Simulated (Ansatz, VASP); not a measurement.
## SrTiO3: VASP beside Ansatz

```
CELL_PARAMETERS angstrom
3.90500 0.00000 0.00000
0.00000 3.90500 0.00000
0.00000 0.00000 3.78785
ATOMIC_POSITIONS crystal
Sr 0.00000 0.00000 0.00000
Ti 0.50000 0.50000 0.50000
O 0.00000 0.50000 0.50000
O 0.50000 0.00000 0.50000
O 0.50000 0.50000 0.00000
```

Change from the starting cell: z stretched by -3 %, ions relaxed.

Alike in both runs: functional PBE; k mesh 8 × 8 × 8; occupations fermi-dirac, width 0.02 eV; no spin polarisation.

Ansatz relaxed the structure, and its values are those at the end. VASP's run is a single point on that final structure, the one shown.

|  | VASP | Ansatz |
| --- | --- | --- |
| version | VASP 6.6.1 | Ansatz 0.2.0 |
| potentials or method | VASP PAW PBE potentials, release 64 (Sr_sv, Ti_sv, O) | plane-wave PAW, scalar-relativistic |
| plane-wave cutoff (eV) | 600 | 420 |
| valence electrons in the cell | 40 | 40 |

Ansatz gave:

- gap on the k mesh at the Fermi level (eV): 1.89
- pressure (GPa): 10.8

Q: Estimate VASP's values.

A: gap on the k mesh at the Fermi level (eV): 1.86; pressure (GPa): 11.3.

The functional is the same, so the differences come from potentials, cutoffs and numerics. Ansatz's warnings: stress scf threshold loose.
